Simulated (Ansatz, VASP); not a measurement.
**One calculation of CsPbBr3, two programs**

```
CELL_PARAMETERS angstrom
5.87000 0.00000 0.00000
0.00000 5.87000 0.00000
0.00000 0.00000 5.87000
ATOMIC_POSITIONS crystal
Cs 0.00000 0.00000 0.00000
Pb 0.50000 0.50000 0.50000
Br 0.00000 0.50000 0.50000
Br 0.50000 0.00000 0.50000
Br 0.50000 0.50000 0.00000
```

Alike in both runs: task single point; functional LDA; k mesh 6 × 6 × 6; no spin polarisation.

```csv
,VASP,Ansatz
version,VASP 6.6.1,Ansatz 0.2.0
potentials or method,"VASP PAW LDA potentials, release 64 (Cs_sv, Pb_d, Br)","scalar-relativistic, plane waves, PAW"
plane-wave cutoff (eV),520,420
occupations,"gaussian, width 0.01 eV",fixed
valence electrons in the cell,44,44
```

Ansatz gave:

```
gap on the k mesh at the Fermi level (eV) : 1.39
least direct gap on the mesh (eV)         : 1.39
```

What did VASP give for the same quantities?

gap on the k mesh at the Fermi level (eV): 1.36; least direct gap on the mesh (eV): 1.36.

LDA's correlation is that of Perdew and Zunger in VASP and of Perdew and Wang (1992) in Ansatz.

Neither program's run includes spin-orbit coupling.
